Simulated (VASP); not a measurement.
A run of VASP 6.6.1:

Contents of INCAR:

```
  PREC = Accurate
  ENCUT = 520
  EDIFF = 1E-6
  ISMEAR = -1
  SIGMA = 0.1
  LREAL = F
  LASPH = T
  NELM = 100
  ALGO = Normal
  ISIF = 2
  LWAVE = F
  LCHARG = F
  GGA = B5
  ALDAX = 1.0
  AGGAX = 1.0
  AGGAC = 1.0
  ALDAC = 0.0
  NBANDS = 19
```

KPOINTS

```
regular mesh
0
Gamma
  8 8 5
```

POSCAR

```
Hg
1.0
   -4.9556746109      4.9601209522      2.6642810170
    4.9601209522     -4.9556746109      2.6642810170
    4.9580200146      4.9580200146     -2.6561375347
Hg
2
Direct
    0.0001584033      0.9998415967      1.0000000000
    0.7498415967      0.2501584033      0.5000000000
```

Potentials or basis: VASP PAW PBE potentials, release 64 (Hg).

Run with:

```sh
$ cat potpaw_PBE.64/Hg/POTCAR > POTCAR
$ mpirun -np 1 vasp_std > vasp.out
```

Hardware: 1 thread of Intel Xeon 8259CL (shared host).

Q: Estimate the wall time of this run.

A: It took 8.9 min on 1 thread of Intel Xeon 8259CL, with other jobs on the host, peak memory 0.65 GiB. Counts: scf iterations 10, k points 93.
